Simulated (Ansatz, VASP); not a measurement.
# One calculation of Y, two programs

```xyz
4
Lattice="3.6425 0.0000 0.0000 -1.8213 3.1545 0.0000 0.0000 0.0000 11.8441" Properties=species:S:1:pos:R:3 pbc="T T T"
Y     1.8213    1.0515    8.8831
Y     0.0000    0.0000    5.9221
Y     0.0000    2.1030    2.9610
Y     0.0000    0.0000    0.0000
```

Alike in both runs: task single point; functional PBEsol; k mesh 8 × 8 × 3; occupations fermi-dirac, width 0.05 eV; no spin polarisation.

|  | VASP | Ansatz |
| --- | --- | --- |
| version | VASP 6.6.1 | Ansatz 0.2.0 |
| potentials or method | VASP PAW PBE potentials, release 64 (Y_sv), cutoff 520 eV | all-electron LAPW, scalar-relativistic |

```tsv
	VASP	Ansatz	Ansatz less VASP
gap on the k mesh at the Fermi level (eV)	none	none	-
pressure (GPa)	-3.6	-3.5	+0.09
traceless stress, the component that is largest in VASP (GPa)	-0.37	-0.37	-0.004
```

VASP's potentials were made for PBE, not for PBEsol. A gap of «none» marks a metal or a gap that the smearing closes. Ansatz ran all-electron here, and VASP with PAW potentials.
